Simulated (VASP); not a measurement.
Write the native input for VASP 6.6.1 that does the following.

| Quantity | Value |
| --- | --- |
| Task | relaxation of cell and atoms |
| Functional | PBE |
| Potentials or basis | VASP PAW PBE potentials, release 64 (Cd, S) |
| Cutoff | 600 eV |
| k mesh | 8 × 8 × 8 |
| Occupations | gaussian, width 0.1 eV |
| Spin | no spin polarisation |
| Dipole correction | no |
| Further INCAR settings | ALGO = Normal; EDIFF = 1e-06; IBRION = 2; EDIFFG = -0.01; NSW = 100; ISIF = 3 |

The structure of CdS4 lies in POSCAR:

```
CdS4
1.0
    4.8322574364      0.0000000000      0.0000000000
    0.0000000000      4.8322574364      0.0000000000
    0.0000000000      0.0000000000      5.0142961376
Cd S
1 4
Direct
    0.0000000000      0.0000000000      0.5000000000
    0.0000000000      0.5000000000      0.1972820693
    0.5000000000      0.0000000000      0.1972820693
    0.0000000000      0.5000000000      0.8027179307
    0.5000000000      0.0000000000      0.8027179307
```

The cell was generated, and may not be a known phase.

One way to write it, as run:

INCAR

```
PREC     = Accurate       # precision mode
ENCUT    = 600            # plane-wave cutoff, eV
EDIFF    = 1E-6           # SCF threshold, eV
ISMEAR   = 0              # smearing method
SIGMA    = 0.1            # smearing width, eV
LREAL    = False          # projectors in reciprocal space
LASPH    = True           # aspherical terms in the spheres
NELM     = 100            # most SCF steps
ALGO     = Normal         # electronic algorithm
ISIF     = 3              # what is computed and relaxed
LWAVE    = False          # write WAVECAR
LCHARG   = False          # write CHGCAR
GGA      = PE             # functional
IBRION   = 2              # ionic algorithm
NSW      = 100            # ionic steps
EDIFFG   = -0.01          # ionic threshold
```

KPOINTS

```
Automatic mesh
0
Gamma
  8 8 8
```

Potentials or basis: VASP PAW PBE potentials, release 64 (Cd, S).

Command:

```sh
$ cat potpaw_PBE.64/Cd/POTCAR potpaw_PBE.64/S/POTCAR > POTCAR
$ mpirun -np 1 vasp_std > vasp.out
```

It gave:

| Item | Value |
| --- | --- |
| Relaxed volume | 23.44 Å³/atom |
| Relaxed cell | a = 4.844 Å, b = 4.844 Å, c = 4.996 Å, α = 90.00°, β = 90.00°, γ = 90.00° |
| Space group after relaxing (to 0.1 Å) | P4/mmm (No. 123) |
| Energy gained by relaxing | 0.4 meV/atom |
| Ionic steps | 5 |
| Pressure after relaxing | 0.0 GPa |
| Largest force after relaxing | 0.006 eV/Å |
| Band gap on the k mesh | zero (bands 18 and 19 overlap by 1.58 eV) |

Run time: 7.7 min on 1 thread of Intel(R) Xeon(R) Platinum 8488C (Sapphire Rapids), with other jobs on the host, peak memory 0.4 GiB.
